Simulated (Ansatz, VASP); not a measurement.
## Hf2CO2: VASP beside Ansatz

```xyz
5
Lattice="3.2603 0.0000 0.0000 -1.6302 2.8235 0.0000 0.0000 0.0000 32.9600" Properties=species:S:1:pos:R:3 pbc="T T T"
O     1.6302    0.9412    6.9745
O     0.0000    1.8823   11.6055
Hf    0.0000    1.8823    7.9137
Hf    1.6302    0.9412   10.6663
C     0.0000    0.0000    9.2900
```

Alike in both runs: functional PBE; dispersion D3(BJ); k mesh 12 × 12 × 1; occupations gaussian, width 0.03 eV; no spin polarisation.

Ansatz relaxed the structure, and its values are those at the end. VASP's run is a single point on that final structure, the one shown.

|  | VASP | Ansatz |
| --- | --- | --- |
| version | VASP 6.6.1 | Ansatz 0.2.0 |
| potentials or method | VASP PAW PBE potentials, release 64 (O, Hf_pv, C), cutoff 520 eV | scalar-relativistic, plane waves, PAW |
| valence electrons in the cell | 36 | 68 |

|  | VASP | Ansatz | Ansatz less VASP |
| --- | --- | --- | --- |
| gap on the k mesh at the Fermi level (eV) | 1.00 | 0.97 | -0.033 |
| least direct gap on the mesh (eV) | 2.12 | 2.12 | -0.009 |
| rms of the force components (eV/Å) | 0.074 | 0.000 | -0.0740 |

VASP's potentials hold 36 valence electrons a cell and Ansatz's 68, so a difference there can come from the potentials and not from the codes. Ansatz's warnings: slab cell height set, structure snapped to symmetry, xc potential rough in thin density.

Spin-orbit coupling is off throughout.
